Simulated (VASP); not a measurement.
# As (Im-3m) in VASP: a series of runs, part 2 of 2

VASP 6.6.1. The steps go on from the part before.

**3. Single point, RPBE (volume scaled by 0.92)**

Contents of INCAR:

```
PREC = Accurate ; ENCUT = 520
EDIFF = 1E-7 ; ISMEAR = -1
SIGMA = 0.1 ; LREAL = False
LASPH = True ; NELM = 60
ALGO = Normal ; ISIF = 2
LWAVE = False ; LCHARG = False
GGA = RP ; NBANDS = 8
```

Contents of KPOINTS:

```
Automatic mesh
0
Gamma
  15 15 15
```

Contents of POSCAR:

```
As
1.0
   -1.6470835274      1.6470835274      1.6470835274
    1.6470835274     -1.6470835274      1.6470835274
    1.6470835274      1.6470835274     -1.6470835274
As
1
Direct
    0.0000000000      0.0000000000      0.0000000000
```

Potentials or basis: VASP PAW PBE potentials, release 64 (As).

Launch:

```
> cat potpaw_PBE.64/As/POTCAR > POTCAR
> mpirun -np 1 vasp_std > vasp.out
```

OUTCAR:

```text
PREC = Accurate
   ENCUT = 520
   EDIFF = 1E-7
   ISMEAR = -1
   LREAL = False
   LASPH = True
   NELM = 60
   ISIF = 2
   GGA = RP

 ion  position               nearest neighbor table
   1  0.000  0.000  0.000-

  LATTYP: Found a body centered cubic cell.
 ALAT       =     3.2941670548

  Lattice vectors:

 A1 = (  -1.6470835274,   1.6470835274,   1.6470835274)
 A2 = (   1.6470835274,  -1.6470835274,   1.6470835274)
 A3 = (   1.6470835274,   1.6470835274,  -1.6470835274)

Analysis of symmetry for initial positions (statically):
=====================================================================
 Subroutine PRICEL returns:
 Original cell was already a primitive cell.

 Routine SETGRP: Setting up the symmetry group for a
 body centered cubic supercell.

 Subroutine GETGRP returns: Found 48 space group operations
 (whereof 48 operations were pure point group operations)
 out of a pool of 48 trial point group operations.

The static configuration has the point symmetry O_h .

Analysis of symmetry for dynamics (positions and initial velocities):
=====================================================================
 Subroutine PRICEL returns:
 Original cell was already a primitive cell.

 Routine SETGRP: Setting up the symmetry group for a
 body centered cubic supercell.

 Subroutine GETGRP returns: Found 48 space group operations
 (whereof 48 operations were pure point group operations)
 out of a pool of 48 trial point group operations.

The dynamic configuration has the point symmetry O_h .

 Subroutine INISYM returns: Found 48 space group operations
 (whereof 48 operations are pure point group operations),
 and found     1 'primitive' translations

----------------------------------------------------------------------------------------

                                     Primitive cell

  volume of cell :      17.8734

  direct lattice vectors                    reciprocal lattice vectors
    -1.647083527  1.647083527  1.647083527     0.000000000  0.303566875  0.303566875
     1.647083527 -1.647083527  1.647083527     0.303566875  0.000000000  0.303566875
     1.647083527  1.647083527 -1.647083527     0.303566875  0.303566875  0.000000000

  length of vectors
     2.852832354  2.852832354  2.852832354     0.429308392  0.429308392  0.429308392

  position of ions in fractional coordinates (direct lattice)
     0.000000000  0.000000000  0.000000000

  ion indices of the primitive-cell ions
   primitive index   ion index
                 1           1

----------------------------------------------------------------------------------------

 KPOINTS: Automatic mesh

Automatic generation of k-mesh.
 Grid dimensions read from file:
 generate k-points for:   15   15   15

 Generating k-lattice:

  Cartesian coordinates                     Fractional coordinates (reciprocal lattice)
     0.000000000  0.020237792  0.020237792     0.066666667  0.000000000  0.000000000
     0.020237792  0.000000000  0.020237792     0.000000000  0.066666667  0.000000000
     0.020237792  0.020237792  0.000000000     0.000000000  0.000000000  0.066666667

  Length of vectors
     0.028620559  0.028620559  0.028620559

  Shift w.r.t. Gamma in fractional coordinates (k-lattice)
     0.000000000  0.000000000  0.000000000

 Subroutine IBZKPT returns following result:
 ===========================================

 Found    120 irreducible k-points:

 Following reciprocal coordinates:
            Coordinates               Weight
  0.000000  0.000000  0.000000      1.000000
  0.066667  0.000000  0.000000     12.000000
  0.133333  0.000000  0.000000     12.000000
  0.200000  0.000000  0.000000     12.000000
  0.266667  0.000000  0.000000     12.000000
  0.333333  0.000000  0.000000     12.000000
[... 16 lines left out ...]
  0.333333  0.200000  0.000000     48.000000
  0.400000  0.200000  0.000000     24.000000
 [... further k-points ...]
   k-points           NKPTS =    120   k-points in BZ     NKDIM =    120   number of bands    NBANDS=      8
   number of dos      NEDOS =    301   number of ions     NIONS =      1
   total plane-waves  NPLWV =  13824
   dimension x,y,z NGX =    24 NGY =   24 NGZ =   24
   dimension x,y,z NGXF=    48 NGYF=   48 NGZF=   48
   ions per type =               1
   NGX,Y,Z   is equivalent  to a cutoff of  13.99, 13.99, 13.99 a.u.
   NGXF,Y,Z  is equivalent  to a cutoff of  27.97, 27.97, 27.97 a.u.
 SYSTEM =  unknown system
   PREC   = accura    normal or accurate (medium, high low for compatibility)
   ISTART =      0    job   : 0-new  1-cont  2-samecut
   ICHARG =      2    charge: 1-file 2-atom 10-const
   ISPIN  =      1    spin polarized calculation?
   LNONCOLLINEAR =      F non collinear calculations
   LSORBIT =      F    spin-orbit coupling
   LASPH  =      T    aspherical Exc in radial PAW
   ENCUT  =  520.0 eV  38.22 Ry    6.18 a.u.   5.30  5.30  5.30*2*pi/ulx,y,z
   NELM   =     60;   NELMIN=  2; NELMDL= -5     # of ELM steps
   EDIFF  = 0.1E-06   stopping-criterion for ELM
   LREAL  =      F    real-space projection
   EDIFFG = 0.1E-05   stopping-criterion for IOM
   NSW    =      0    number of steps for IOM
   IBRION =     -1    ionic relax: 0-MD 1-quasi-New 2-CG
   NFREE  =      0    steps in history (QN), initial steepest desc. (CG)
   ISIF   =      2    stress and relaxation
   ISYM   =      2    0-nonsym 1-usesym 2-fastsym
   POTIM  = 0.5000    time-step for ionic-motion
   TEBEG  =    0.0;   TEEND  =   0.0 temperature during run
   PSTRESS=    0.0 pullay stress
   NELECT =       5.0000    total number of electrons
   NUPDOWN=      -1.0000    fix difference up-down
   EMIN   =  10.00;   EMAX   =-10.00  energy-range for DOS
   EFERMI =   0.00;   METHOD = LEGACY
   ISMEAR =    -1;   SIGMA  =   0.10  broadening in eV -4-tet -1-fermi 0-gaus
   EFERMI_NEDOS =   21; number of points for ismear=-14 and -15
   IALGO  =     38    algorithm
   IMIX   =      4    mixing-type and parameters
     AMIX     =   0.40;   BMIX     =  1.00
     AMIX_MAG =   1.60;   BMIX_MAG =  1.00
  volume/ion in A,a.u.               =      17.87       120.62
  Fermi-wavevector in a.u.,A,eV,Ry     =   1.070687  2.023305 15.597321  1.146371
  Thomas-Fermi vector in A             =   2.206405
   LORBIT       =      0    0 simple, 1 ext, 2 COOP (PROOUT), +10 PAW based schemes
   GGA     = RP    functional components
   LHFCALC =     F    Hartree Fock is set to
   AEXX    =    0.0000 exact exchange contribution
   IVDW    =     0    specifies the selected vdW correction
   LEPSILON=     F    determine dielectric tensor
   LRPA    =     F    only Hartree local field effects (RPA)
 non-spin polarized calculation
  energy-cutoff  :      520.00
  volume of cell :       17.87
 maximum number of plane-waves:       490
 NGX is ok and might be reduce to    24
   NGX = 11   NGY = 11   NGZ = 11

 number of electron       5.0000001 magnetization

 Free energy of the ion-electron system (eV)
  ---------------------------------------------------
  ext. energy  EPLUGINS =         0.00000000
  ---------------------------------------------------
  free energy    TOTEN  =        -3.81128750 eV

  energy without entropy =       -3.79323481  energy(sigma->0) =       -3.80226115

 E-fermi :   7.2939     XC(G=0): -11.0292

 val. band max:        7.2914252123   @ k =   0.2000   0.2000   0.1333
 cond. band min:       7.3090773542   @ k =   0.2667   0.1333   0.0667
 fundamental gap:      0.0176521420
 Fermi energy:         7.2938514549

 k-point     1 :       0.0000    0.0000    0.0000
  band No.  band energies     occupation
      1      -8.3360      2.00000
      2      13.7780      0.00000
      3      13.7780      0.00000
      4      13.7780      0.00000
      5      20.5910      0.00000
      6      20.5910      0.00000
      7      20.5910      0.00000
      8      23.1555      0.00000

 k-point     2 :       0.0667    0.0000    0.0000
  band No.  band energies     occupation
      1      -8.2186      2.00000
      2      12.9465      0.00000
      3      13.4158      0.00000
      4      13.6980      0.00000
      5      20.0240      0.00000
      6      20.2298      0.00000
      7      21.1617      0.00000
      8      22.3843      0.00000
[... 221 lines left out ...]
 k-point    23 :       0.3333    0.2000    0.0000
  band No.  band energies     occupation
      1      -3.1213      2.00000
      2       1.9018      2.00000
      3       5.6888      2.00000
      4      10.5511      0.00000
      5      17.2524      0.00000
      6      20.2250      0.00000
      7      23.3477      0.00000
      8      25.0766      0.00000

 k-point    24 :       0.4000    0.2000    0.0000
  band No.  band energies     occupation
      1      -2.5416      2.00000
      2       1.1595      2.00000
      3       5.5149      2.00000
      4      10.4610      0.00000
      5      17.1830      0.00000
      6      20.5426      0.00000
      7      23.6965      0.00000
      8      24.2007      0.00000

 [... further k-points ...]
[... 5 lines left out ...]
  --------------------------------------------------------------------------------------
  -------------------------------------------------------------------------------------
  Total        0.8389480      0.8389480      0.8389480      0.0000000      0.0000000     -0.0000000
  in kB       75.2036206     75.2036206     75.2036206      0.0000000      0.0000000     -0.0000000
  external PRESSURE =      75.2036206 kB  Pullay stress =       0.0000000 kB

 VOLUME and BASIS-vectors are now :
 -----------------------------------------------------------------------------
  energy-cutoff  :      520.00
  volume of cell :       17.87
      direct lattice vectors                 reciprocal lattice vectors
    -1.647083527  1.647083527  1.647083527     0.000000000  0.303566875  0.303566875
     1.647083527 -1.647083527  1.647083527     0.303566875  0.000000000  0.303566875
     1.647083527  1.647083527 -1.647083527     0.303566875  0.303566875  0.000000000

 POSITION                                       TOTAL-FORCE (eV/Angst)
 -----------------------------------------------------------------------------------
      0.00000      0.00000      0.00000        -0.000000     -0.000000      0.000000
 -----------------------------------------------------------------------------------
    total drift:                                0.000000      0.000000      0.000000

  FREE ENERGIE OF THE ION-ELECTRON SYSTEM (eV)
  ---------------------------------------------------
  free  energy   TOTEN  =        -3.8112874965 eV

  energy  without entropy=       -3.7932348101  energy(sigma->0) =       -3.80226115
```

stdout:

```text
POSCAR found type information on POSCAR As
 POSCAR found :  1 types and       1 ions
 scaLAPACK will be used
 -----------------------------------------------------------------------------
|                                                                             |
|                                                                             |
|     You enforced a specific xc type in the INCAR file but a different       |
|     I HOPE YOU KNOW WHAT YOU ARE DOING!                                     |
|                                                                             |
 -----------------------------------------------------------------------------

 LDA part: xc-table for (Slater+PW92), standard interpolation
 POSCAR, INCAR and KPOINTS ok, starting setup
 FFT: planning ... GRIDC
 FFT: planning ... GRID_SOFT
 FFT: planning ... GRID
 WAVECAR not read
 entering main loop
```

Wall time 5 s (1 thread of Intel Xeon 6975P-C (Granite Rapids), shared host); peak memory 0.14 GiB.

What came out:

- Free energy: -3.8113 eV
- Pressure: 7.5 GPa

Levels at points of the mesh, in eV from the Fermi level:
| k point | band 1 | band 2 | band 3 | band 4 | band 5 | band 6 |
| --- | --- | --- | --- | --- | --- | --- |
| (0.00, 0.00, 0.00) | -15.63 | 6.48 | 6.48 | 6.48 | 13.30 | 13.30 |

Caveat: the PAW data sets were made with another functional, which shifts forces and pressure a little.
